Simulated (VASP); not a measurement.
A run of VASP 6.6.1:

Contents of INCAR:

```
SYSTEM = Bi
ALGO = Normal ; EDIFF = 1E-6
ENCUT = 520 ; GGA = PS
ISIF = 2 ; ISMEAR = -1
LASPH = .TRUE. ; LCHARG = .TRUE.
LELF = .TRUE. ; LREAL = .FALSE.
LVHAR = .TRUE. ; LWAVE = .FALSE.
NBANDS = 22 ; NELM = 100
PREC = Accurate ; SIGMA = 0.03
```

The input KPOINTS:

```
k-points
0
G
  9 9 3
  0 0 0
```

File POSCAR:

```
Bi
1.0
    4.5390002997      0.0000000000      0.0000000000
   -2.2695001499      3.9308895674      0.0000000000
    0.0000000000      0.0000000000     11.9472900000
Bi
2
Direct
    0.3333333333      0.6666666667      0.2500000000
    0.6666666667      0.3333333333      0.7500000000
```

Potentials or basis: VASP PAW PBE potentials, release 64 (Bi_d).

Run with:

```console
$ cat potpaw_PBE.64/Bi_d/POTCAR > POTCAR
$ mpirun -np 1 vasp_std > vasp.out
```

Hardware: 1 thread of Intel(R) Xeon(R) Platinum 8259CL CPU @ 2.50GHz (Skylake/Cascade Lake), with other jobs on the host.

Task: How long does it take, and how much memory?

Result: Wall time 82 s on 1 thread of Intel(R) Xeon(R) Platinum 8259CL CPU @ 2.50GHz (Skylake/Cascade Lake), on a shared host, peak memory 0.37 GiB. Counts: scf iterations 13, k points 24.
